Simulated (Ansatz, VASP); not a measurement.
# One calculation of Ge, two programs

Contents of INCAR:

```
ALGO = Normal
EDIFF = 1E-8
ENCUT = 520
GGA = PE
ISIF = 2
ISMEAR = -1
LASPH = T
LCHARG = F
LEFG = T
LREAL = F
LWAVE = F
NBANDS = 36
NELM = 60
PREC = Accurate
SIGMA = 0.05
```

File KPOINTS:

```
k-points
0
Gamma
  11 11 6
```

Contents of POSCAR:

```
Ge
1.0
    3.9975858431      0.0000000000      0.0000000000
   -1.9987929216      3.4620108940      0.0000000000
    0.0000000000      0.0000000000      6.5993779500
Ge
4
Direct
    0.6666666667      0.3333333333      0.0629012500
    0.3333333333      0.6666666667      0.5629012500
    0.6666666667      0.3333333333      0.4370987500
    0.3333333333      0.6666666667      0.9370987500
```

Input for Ansatz:

```yaml
crystal:
  lattice:
    - [3.9975858431, 0.0, 0.0]
    - [-1.9987929216, 3.462010894, 0.0]
    - [0.0, 0.0, 6.59937795]
  atoms:
    - { symbol: Ge, position: [0.6666666667, 0.3333333333, 0.06290125] }
    - { symbol: Ge, position: [0.3333333333, 0.6666666667, 0.56290125] }
    - { symbol: Ge, position: [0.6666666667, 0.3333333333, 0.43709875] }
    - { symbol: Ge, position: [0.3333333333, 0.6666666667, 0.93709875] }
kpoints:
  mp_grid: { grid: [11, 11, 6] }
  band_path:
    path:
      - [0.0, 0.0, 0.0]
      - [0.5, 0.0, 0.0]
      - [0.3333333333, 0.3333333333, 0.0]
      - [0.0, 0.0, 0.0]
      - [0.0, 0.0, 0.5]
      - [0.5, 0.0, 0.5]
      - [0.3333333333, 0.3333333333, 0.5]
      - [0.0, 0.0, 0.5]
      - [0.5, 0.0, 0.5]
    npoints: 14
scf:
  occupations: { method: fermi_dirac, width: 0.05 }
hamiltonian:
  xc: pbe
  pseudopotentials: { kind: paw }
output:
  forces: true
  stress: true
  eigenvalues: true
  efg: { contact_densities: true }
  populations: true
  bader: true
  dos: { projected: true, de: 0.2, e_range: [-14, 8] }
  write_density: true
  write_potential: true
  elf: true
  volumetric_format: npy
```

Alike in both runs: task electric field gradients; functional PBE; k mesh 11 × 11 × 6; occupations fermi-dirac, width 0.05 eV; no spin polarisation.

|  | VASP | Ansatz |
| --- | --- | --- |
| version | VASP 6.6.1 | Ansatz 0.2.0 |
| potentials or method | VASP PAW PBE potentials, release 64 (Ge_d) | PAW with Ansatz's default frozen-core files, scalar-relativistic |
| plane-wave cutoff (eV) | 520 | 420 |
| valence electrons in the cell | 56 | 56 |

VASP gave:

| Property | Result |
| --- | --- |
| pressure (GPa) | 2.9 |
| traceless stress, the component that is largest in VASP (GPa) | -0.06 |
| rms of the force components (eV/Å) | 0.005 |
| size of Vzz on the site where it differs most (V/Å²) | 7.8 |

Question: Which values does Ansatz return?

Answer: Pressure (GPa): 2.9; traceless stress, the component that is largest in VASP (GPa): -0.06; rms of the force components (eV/Å): 0.004; size of Vzz on the site where it differs most (V/Å²): 8.0.

Atom by atom the forces differ by 0.000 eV/Å (rms over components). The functional is the same, so the differences come from potentials, cutoffs and numerics.
